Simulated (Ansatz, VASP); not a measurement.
One calculation of Be3CdS4, two programs

```
Be Cd S
1.0
    -2.58372    2.58372    5.06896
     2.58372   -2.58372    5.06896
     2.58372    2.58372   -5.06896
Be Cd S
3 1 4
Direct
  0.25000 0.75000 0.50000
  0.75000 0.25000 0.50000
  0.50000 0.50000 0.00000
  0.00000 0.00000 0.00000
  0.58103 0.58103 0.43774
  0.14329 0.14329 0.56226
  0.85671 0.41897 0.00000
  0.41897 0.85671 0.00000
```

Alike in both runs: functional PBE; k mesh 3 × 3 × 3; occupations gaussian, width 0.15 eV; no spin polarisation.

Ansatz relaxed the structure, and its values are those at the end. VASP's run is a single point on that final structure, the one shown.

|  | VASP | Ansatz |
| --- | --- | --- |
| version | VASP 6.6.1 | Ansatz 0.2.0 |
| potentials or method | VASP PAW PBE potentials, release 64 (Be, Cd, S), cutoff 520 eV | scalar-relativistic, plane waves, PAW |
| valence electrons in the cell | 42 | 50 |

Ansatz gave:

- gap on the k mesh at the Fermi level (eV): 3.20
- least direct gap on the mesh (eV): 3.20
- pressure (GPa): -0.1
- rms of the force components (eV/Å): 0.005

Problem. What did VASP give for the same quantities?

Solution. gap on the k mesh at the Fermi level (eV): 3.21; least direct gap on the mesh (eV): 3.21; pressure (GPa): 0.0; rms of the force components (eV/Å): 0.018.

The functional is the same, so the differences come from potentials, cutoffs and numerics. VASP's potentials hold 42 valence electrons a cell and Ansatz's 50, so a difference there can come from the potentials and not from the codes.

The k mesh is coarse, so the values compare programs but aren't converged.
